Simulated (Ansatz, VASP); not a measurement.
# One calculation of Sr, two programs

```xyz
1
Lattice="0.0000 2.9933 3.1429 2.9933 0.0000 3.1429 2.9933 2.9933 0.0000" Properties=species:S:1:pos:R:3 pbc="T T T"
Sr    0.0000    0.0000    0.0000
```

Alike in both runs: task single point; functional PBEsol; k mesh 10 × 10 × 10; occupations gaussian, width 0.03 eV; no spin polarisation.

|  | VASP | Ansatz |
| --- | --- | --- |
| version | VASP 6.6.1 | Ansatz 0.2.0 |
| potentials or method | VASP PAW PBE potentials, release 64 (Sr_sv), cutoff 520 eV | scalar-relativistic, plane waves, PAW |
| valence electrons in the cell | 10 | 10 |

```tsv
	VASP	Ansatz	Ansatz less VASP
gap on the k mesh at the Fermi level (eV)	none	none	-
pressure (GPa)	-0.9	-0.9	0.00
traceless stress, the component that is largest in VASP (GPa)	-0.16	-0.16	+0.001
```

VASP's potentials were made for PBE, not for PBEsol. A gap of «none» marks a metal or a gap that the smearing closes.
